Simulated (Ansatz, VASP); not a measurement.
# Two plane-wave programs on BN

```
B N
1.0
     0.00000    3.49532    2.16609
     1.25163    0.00000    2.16609
     1.25163    3.49532    0.00000
B N
1 1
Cartesian
  1.2516 3.4953 0.0002
  1.2516 3.4953 2.8881
```

Alike in both runs: task single point; functional r2SCAN; k mesh 10 × 10 × 10; occupations fermi-dirac, width 0.05 eV; no spin polarisation.

```csv
,VASP,Ansatz
version,VASP 6.6.1,Ansatz 0.2.0
potentials or method,"VASP PAW PBE potentials, release 64 (B, N), cutoff 520 eV","plane waves, PAW"
valence electrons in the cell,8,8
```

|  | VASP | Ansatz | Ansatz less VASP |
| --- | --- | --- | --- |
| pressure (GPa) | -0.1 | -0.5 | -0.39 |
| traceless stress, the component that is largest in VASP (GPa) | -0.23 | 0.42 | +0.648 |

VASP's potentials were made for PBE, not for r2SCAN.
